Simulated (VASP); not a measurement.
Input of a VASP 6.6.1 run:

The input INCAR:

```
PREC = Accurate ; ENCUT = 600
EDIFF = 1E-6 ; ISMEAR = -1
SIGMA = 0.05 ; LREAL = F
LASPH = T ; NELM = 100
ALGO = Normal ; ISIF = 3
LWAVE = F ; LCHARG = F
GGA = RE ; IVDW = 12
IBRION = 2 ; NSW = 60
EDIFFG = -0.01
```

The input KPOINTS:

```
regular mesh
0
Gamma
  7 7 6
```

The input POSCAR:

```
Se
1.0
    4.3662000000      0.0000000000      0.0000000000
   -2.1831000000      3.7812401180      0.0000000000
    0.0000000000      0.0000000000      4.9536000000
Se
3
Direct
    0.7746000000      0.7746000000      0.0000000000
    0.0000000000      0.2254000000      0.6666666667
    0.2254000000      0.0000000000      0.3333333333
```

Potentials or basis: VASP PAW PBE potentials, release 64 (Se).

Command:

```bash
$ cat potpaw_PBE.64/Se/POTCAR > POTCAR
$ mpirun -np 1 vasp_std > vasp.out
```

Q: What does it give for the relaxed volume?

A: 23.39 Å³/atom.

Q: What does it give for the band gap on the k mesh?

A: 0.89 eV, indirect (least direct gap 1.10 eV).

Final structure:
```yaml
crystal:
  lattice:
    - [3.96869, 0.00000, 0.00000]
    - [-1.98435, 3.43699, 0.00000]
    - [0.00000, 0.00000, 5.14356]
  atoms:
    - { symbol: Se, position: [0.74525, 0.74525, 0.00000] }
    - { symbol: Se, position: [0.00000, 0.25475, 0.66667] }
    - { symbol: Se, position: [0.25475, 0.00000, 0.33333] }
```

Caveat: the PAW data sets were made with another functional, which shifts forces and pressure a little; the volume moved by -14 % from the deposited cell, more than functionals usually miss. A k mesh can miss the band edges.
